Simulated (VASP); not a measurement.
Crystal: NaCl.

```xyz
2
Lattice="3.5022 0.0000 0.0000 0.0000 3.5022 0.0000 0.0000 0.0000 3.5022" Properties=species:S:1:pos:R:3 pbc="T T T"
Cl    1.7511    1.7511    1.7511
Na    0.0000    0.0000    0.0000
```

```yaml
Program: VASP 6.6.1
Task: relaxation of cell and atoms
Functional: PBE
Dispersion: D3(BJ)
Potentials_or_basis: VASP PAW PBE potentials, release 64 (Cl, Na_pv)
Cutoff: 600 eV
k_mesh: 8 × 8 × 8
Occupations: fermi-dirac, width 0.05 eV
Spin: no spin polarisation
```

At the start: pressure -1.6 GPa; volume 21.48 Å³/atom.

**Question.** Where does the relaxation end?

**Answer.** Over 3 steps the energy falls by 6.4 meV/atom and the volume is 20.28 Å³/atom (-5.6 %); space group Pm-3m (No. 221, to 0.1 Å) before and after.

The path:
| step | energy change (eV) | largest force (eV/Å) | pressure (GPa) | volume (Å³) |
| --- | --- | --- | --- | --- |
| 1 | 0.0000 | 0.0000 | -1.57 | 42.96 |
| 2 | -0.0097 | 0.0000 | -0.81 | 41.66 |
| 3 | -0.0128 | 0.0000 | -0.06 | 40.57 |

Final structure:
```
Cl Na
1.0
     3.43610    0.00000    0.00000
     0.00000    3.43610    0.00000
     0.00000    0.00000    3.43610
Cl Na
1 1
Direct
  0.50000 0.50000 0.50000
  0.00000 0.00000 0.00000
```
